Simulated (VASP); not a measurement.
# Ta (I4/mmm) in VASP: a series of runs, part 2 of 2

VASP 6.6.1. The steps go on from the part before.

### 4 Single point, PBEsol (strain -0.1125 x Voigt [0, 0, 1, 0, 0, 0])

INCAR

```
  PREC = Accurate
  ENCUT = 520
  EDIFF = 1E-6
  ISMEAR = 0
  SIGMA = 0.15
  LREAL = False
  LASPH = True
  NELM = 80
  ALGO = Normal
  ISIF = 2
  LWAVE = False
  LCHARG = False
  GGA = PS
  NBANDS = 12
```

KPOINTS

```
Automatic mesh
0
Gamma
  20 20 20
```

POSCAR

```
Ta
1.0
   -1.6512800000      1.6512800000      1.4655110000
    1.6512800000     -1.6512800000      1.4655110000
    1.6512800000      1.6512800000     -1.4655110000
Ta
1
Direct
    0.0000000000      0.0000000000      0.0000000000
```

Potentials or basis: VASP PAW PBE potentials, release 64 (Ta_pv).

Run with:

```sh
$ cat potpaw_PBE.64/Ta_pv/POTCAR > POTCAR
$ mpirun -np 1 vasp_std > vasp.out
```

OUTCAR:

```text
PREC = Accurate
   ENCUT = 520
   EDIFF = 1E-6
   ISMEAR = 0
   LREAL = False
   LASPH = True
   NELM = 80
   ISIF = 2
   GGA = PS

 ion  position               nearest neighbor table
   1  0.000  0.000  0.000-

  LATTYP: Found a body centered tetragonal cell.
 ALAT       =     3.3025600000
 C/A-ratio  =     0.8875000000

  Lattice vectors:

 A1 = (  -1.6512800000,   1.6512800000,   1.4655110000)
 A2 = (   1.6512800000,  -1.6512800000,   1.4655110000)
 A3 = (   1.6512800000,   1.6512800000,  -1.4655110000)

Analysis of symmetry for initial positions (statically):
=====================================================================
 Subroutine PRICEL returns:
 Original cell was already a primitive cell.

 Routine SETGRP: Setting up the symmetry group for a
 body centered tetragonal supercell.

 Subroutine GETGRP returns: Found 16 space group operations
 (whereof 16 operations were pure point group operations)
 out of a pool of 16 trial point group operations.

The static configuration has the point symmetry D_4h.

Analysis of symmetry for dynamics (positions and initial velocities):
=====================================================================
 Subroutine PRICEL returns:
 Original cell was already a primitive cell.

 Routine SETGRP: Setting up the symmetry group for a
 body centered tetragonal supercell.

 Subroutine GETGRP returns: Found 16 space group operations
 (whereof 16 operations were pure point group operations)
 out of a pool of 16 trial point group operations.

The dynamic configuration has the point symmetry D_4h.

 Subroutine INISYM returns: Found 16 space group operations
 (whereof 16 operations are pure point group operations),
 and found     1 'primitive' translations

----------------------------------------------------------------------------------------

                                     Primitive cell

  volume of cell :      15.9842

[... 112 lines left out ...]
   LHFCALC =     F    Hartree Fock is set to
   AEXX    =    0.0000 exact exchange contribution
   IVDW    =     0    specifies the selected vdW correction
   LEPSILON=     F    determine dielectric tensor
   LRPA    =     F    only Hartree local field effects (RPA)
 non-spin polarized calculation
 Gauss-broadening in eV      SIGMA  =   0.15
  energy-cutoff  :      520.00
  volume of cell :       15.98
 maximum number of plane-waves:       458
 NGX is ok and might be reduce to    24
   NGX = 11   NGY = 11   NGZ = 11

 number of electron      11.0000000 magnetization

 Free energy of the ion-electron system (eV)
  ---------------------------------------------------
  ext. energy  EPLUGINS =         0.00000000
  ---------------------------------------------------
  free energy    TOTEN  =       -12.37020162 eV

  energy without entropy =      -12.35702616  energy(sigma->0) =      -12.36361389

 E-fermi :   6.4184     XC(G=0): -13.3479

 val. band max:        6.4178541313   @ k =   0.3000   0.1500  -0.0000
 cond. band min:       6.4197040989   @ k =   0.3000  -0.0000   0.0000
 fundamental gap:      0.0018499676
 Fermi energy:         6.4184104695

 k-point     1 :       0.0000    0.0000    0.0000
  band No.  band energies     occupation
      1     -26.2215      2.00000
      2     -26.2215      2.00000
      3     -26.1649      2.00000
      4      -2.0390      2.00000
      5       5.9522      1.99999
      6       7.8165      0.00000
      7       7.8165      0.00000
      8       9.3000      0.00000
      9      11.8935      0.00000
     10      21.3028      0.00000
     11      21.3028      0.00000
     12      21.4061      0.00000
[... 331 lines left out ...]
 k-point    24 :      -0.3500    0.0500    0.0000
  band No.  band energies     occupation
      1     -27.4830      2.00000
      2     -26.6487      2.00000
      3     -26.2961      2.00000
      4       1.4309      2.00000
      5       4.5743      2.00000
      6       6.4822      0.54732
      7      10.9348      0.00000
      8      11.1699      0.00000
      9      12.0565      0.00000
     10      20.5609      0.00000
     11      21.4110      0.00000
     12      25.0684      0.00000

 [... further k-points ...]

------------------------ aborting loop because EDIFF is reached ----------------------------------------

  FORCE on cell =-STRESS in cart. coord.  units (eV):
  Direction    XX          YY          ZZ          XY          YZ          ZX
  --------------------------------------------------------------------------------------
  -------------------------------------------------------------------------------------
  Total        2.1586625      2.1586625      3.6528517      0.0000000      0.0000000      0.0000000
  in kB      216.3738713    216.3738713    366.1441613      0.0000000      0.0000000      0.0000000
  external PRESSURE =     266.2973013 kB  Pullay stress =       0.0000000 kB

 VOLUME and BASIS-vectors are now :
 -----------------------------------------------------------------------------
  energy-cutoff  :      520.00
  volume of cell :       15.98
      direct lattice vectors                 reciprocal lattice vectors
    -1.651280000  1.651280000  1.465511000     0.000000000  0.302795407  0.341177924
     1.651280000 -1.651280000  1.465511000     0.302795407  0.000000000  0.341177924
     1.651280000  1.651280000 -1.465511000     0.302795407  0.302795407  0.000000000

 POSITION                                       TOTAL-FORCE (eV/Angst)
 -----------------------------------------------------------------------------------
      0.00000      0.00000      0.00000        -0.000000      0.000000      0.000000
 -----------------------------------------------------------------------------------
    total drift:                                0.000000      0.000000      0.000000

  FREE ENERGIE OF THE ION-ELECTRON SYSTEM (eV)
  ---------------------------------------------------
  free  energy   TOTEN  =       -12.3702016212 eV

  energy  without entropy=      -12.3570261624  energy(sigma->0) =      -12.36361389
```

OSZICAR:

```text
N       E                     dE             d eps       ncg     rms          rms(c)
DAV:   1     0.604380108356E+02    0.60438E+02   -0.61332E+03 15456   0.896E+02
DAV:   2    -0.118248712661E+02   -0.72263E+02   -0.70312E+02 16988   0.249E+02
DAV:   3    -0.127856311175E+02   -0.96076E+00   -0.95321E+00 18396   0.271E+01
DAV:   4    -0.127876758269E+02   -0.20447E-02   -0.20446E-02 16744   0.139E+00
DAV:   5    -0.127876809671E+02   -0.51401E-05   -0.51409E-05 18024   0.666E-02    0.171E+01
DAV:   6    -0.124773771669E+02    0.31030E+00   -0.22965E-01 17984   0.511E+00    0.874E+00
DAV:   7    -0.123719131520E+02    0.10546E+00   -0.21692E-01 17804   0.471E+00    0.406E-01
DAV:   8    -0.123702200166E+02    0.16931E-02   -0.46944E-03 16204   0.696E-01    0.891E-02
DAV:   9    -0.123702036553E+02    0.16361E-04   -0.57311E-05 17876   0.856E-02    0.247E-02
DAV:  10    -0.123702018037E+02    0.18516E-05   -0.25687E-06 16528   0.172E-02    0.374E-03
DAV:  11    -0.123702016212E+02    0.18249E-06   -0.57249E-08  8364   0.267E-03
   1 F= -.12370202E+02 E0= -.12363614E+02  d E =-.131755E-01
```

stdout:

```text
POSCAR found type information on POSCAR Ta
 POSCAR found :  1 types and       1 ions
 scaLAPACK will be used
 -----------------------------------------------------------------------------
|                                                                             |
|                                                                             |
|     You enforced a specific xc type in the INCAR file but a different       |
|     I HOPE YOU KNOW WHAT YOU ARE DOING!                                     |
|                                                                             |
 -----------------------------------------------------------------------------

 LDA part: xc-table for (Slater+PW92), standard interpolation
 POSCAR, INCAR and KPOINTS ok, starting setup
 FFT: planning ... GRIDC
 FFT: planning ... GRID_SOFT
 FFT: planning ... GRID
 WAVECAR not read
 entering main loop
```

Run time: 28 s. Hardware: 1 thread of Intel Xeon 6975P-C (Granite Rapids), shared host; peak memory 0.24 GiB.

What came out:

* Free energy: -12.3702 eV
* Pressure: 26.6 GPa
* Band gap on the k mesh: zero (an odd number of electrons rules out a gap without spin polarisation)

Stress tensor (GPa, compression positive):
```
21.64  0.00  0.00
 0.00 21.64  0.00
 0.00  0.00 36.61
```

Levels at points of the mesh, in eV from the Fermi level:
| k point | band 1 | band 2 | band 3 | band 4 | band 5 | band 6 | band 7 | band 8 | band 9 | band 10 |
| --- | --- | --- | --- | --- | --- | --- | --- | --- | --- | --- |
| (0.00, 0.00, 0.00) | -32.64 | -32.64 | -32.58 | -8.46 | -0.47 | 1.40 | 1.40 | 2.88 | 5.48 | 14.88 |
| (0.50, 0.00, 0.00) | -34.36 | -33.21 | -32.74 | -5.05 | -2.55 | 2.58 | 4.21 | 6.88 | 8.84 | 12.39 |
| (0.50, 0.50, 0.00) | -34.37 | -33.01 | -32.57 | -5.05 | -0.67 | 1.52 | 2.68 | 4.67 | 8.69 | 12.91 |
| (0.50, 0.50, 0.50) | -33.92 | -33.92 | -33.49 | -4.86 | -4.49 | 7.66 | 7.66 | 8.23 | 8.73 | 8.73 |

Caveat: the cell differs from its parent crystal (strain -0.1125 x Voigt [0, 0, 1, 0, 0, 0]); the cell stands under pressure; the PAW data sets were made with another functional, which shifts forces and pressure a little; spin-orbit coupling is left out, which moves the levels of the heavy elements.

### 5 Single point, PBEsol (strain -0.0750 x Voigt [0, 0, 1, 0, 0, 0])

INCAR

```
SYSTEM = Ta
PREC     = Accurate       ! precision mode
ENCUT    = 520            ! plane-wave cutoff, eV
EDIFF    = 1E-6           ! SCF threshold, eV
ISMEAR   = 0              ! smearing method
SIGMA    = 0.15           ! smearing width, eV
LREAL    = .False.        ! projectors in reciprocal space
LASPH    = .True.         ! aspherical terms in the spheres
NELM     = 60             ! most SCF steps
ALGO     = Normal         ! electronic algorithm
ISIF     = 2              ! what is computed and relaxed
LWAVE    = .False.        ! write WAVECAR
LCHARG   = .False.        ! write CHGCAR
GGA      = PS             ! functional
NBANDS   = 12             ! bands
```

KPOINTS

```
regular mesh
0
Gamma
  20 20 20
  0 0 0
```

POSCAR

```
Ta
1.0
   -1.6512800000      1.6512800000      1.5274340000
    1.6512800000     -1.6512800000      1.5274340000
    1.6512800000      1.6512800000     -1.5274340000
Ta
1
Direct
    0.0000000000      0.0000000000      0.0000000000
```

Run with:

```sh
$ cat potpaw_PBE.64/Ta_pv/POTCAR > POTCAR
$ mpirun -np 1 vasp_std > vasp.out
```

It took 28 s on 1 thread of Intel Xeon 6975P-C (Granite Rapids), shared host; peak memory 0.24 GiB.

The run converged. Its results:

```yaml
Free_energy: -12.4872 eV
Pressure: 14.4 GPa
Band_gap_on_the_k_mesh: zero (an odd number of electrons rules out a gap without spin polarisation)
```

Stress tensor (GPa, compression positive):
```
11.56  0.00  0.00
 0.00 11.56  0.00
 0.00  0.00 20.18
```

Levels at points of the mesh, in eV from the Fermi level:
```tsv
k point	band 1	band 2	band 3	band 4	band 5	band 6	band 7	band 8	band 9	band 10
(0.00, 0.00, 0.00)	-32.73	-32.73	-32.71	-8.24	0.01	1.14	1.14	3.39	4.98	14.92
(0.50, 0.00, 0.00)	-34.24	-33.23	-32.78	-4.76	-2.15	2.23	4.24	6.07	8.58	12.24
(0.50, 0.50, 0.00)	-34.25	-33.12	-32.69	-4.78	-1.01	1.58	3.19	4.82	8.41	12.61
(0.50, 0.50, 0.50)	-33.84	-33.84	-33.60	-4.44	-4.20	7.39	7.39	7.76	8.73	8.73
```

Caveat: the cell differs from its parent crystal (strain -0.0750 x Voigt [0, 0, 1, 0, 0, 0]); the cell stands under pressure; the PAW data sets were made with another functional, which shifts forces and pressure a little; spin-orbit coupling is left out, which moves the levels of the heavy elements.

### 6 Summary

```csv
cell,gap on the mesh (eV),pressure (GPa)
"a = 3.010 Å, angles 113.5, 113.5, 101.8°, 1 atom",none,-23.2
"a = 2.725 Å, angles 105.4, 105.4, 118.0°, 1 atom",none,42.5
"a = 2.757 Å, angles 106.4, 106.4, 115.8°, 1 atom",none,26.6
"a = 2.790 Å, angles 107.4, 107.4, 113.6°, 1 atom",none,14.4
```

Alike in all rows: task single point; level PBEsol; potentials or basis VASP PAW PBE potentials, release 64 (Ta_pv); no spin polarisation; k mesh 20 × 20 × 20; cutoff (eV) 520; smearing gaussian 0.15 eV.

Caveats: the PAW data sets were made with another functional, which shifts forces and pressure a little; spin-orbit coupling is left out, which moves the levels of the heavy elements; the cell stands under pressure (at least some runs); the cell stands under tension (at least some runs).

Absolute energies hang on the potentials; compare differences alone.
